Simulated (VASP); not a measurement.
Here is a VASP 6.6.1 calculation.

The input INCAR:

```
PREC = Accurate
ENCUT = 520
EDIFF = 1E-8
ISMEAR = -1
SIGMA = 0.03
LREAL = False
LASPH = True
NELM = 60
ALGO = Normal
ISIF = 2
LWAVE = False
LCHARG = False
GGA = PE
LEFG = True
NBANDS = 11
```

The input KPOINTS:

```
Automatic mesh
0
Gamma
  13 13 13
```

POSCAR

```
BN
1.0
   -0.0542250000      1.7803875000      1.7803875000
    1.7803875000     -0.0542250000      1.7803875000
    1.7803875000      1.7803875000     -0.0542250000
B N
1 1
Direct
    0.0000000000      0.0000000000      0.0000000000
    0.7500000000      0.7500000000      0.7500000000
```

Potentials or basis: VASP PAW PBE potentials, release 64 (B, N).

Run with:

```console
$ cat potpaw_PBE.64/B/POTCAR potpaw_PBE.64/N/POTCAR > POTCAR
$ mpirun -np 1 vasp_std > vasp.out
```

Problem. Predict the pressure.

Solution. 4.6 GPa.

Problem. What does it give for the band gap on the k mesh?

Solution. 4.41 eV, indirect (least direct gap 8.35 eV).

Problem. Predict the largest force.

Solution. 0.208 eV/Å.

Forces in eV/Å, atoms in the order of the input:
```
B    0.120  0.120  0.120
N   -0.120 -0.120 -0.120
```

Caveat: the cell differs from its parent crystal (equal xy, yz and zx shear strains of -3 %); without QUAD_EFG the Cq values of the log hold for a quadrupole moment of 1 mb, not for the nuclei. A k mesh can miss the band edges.
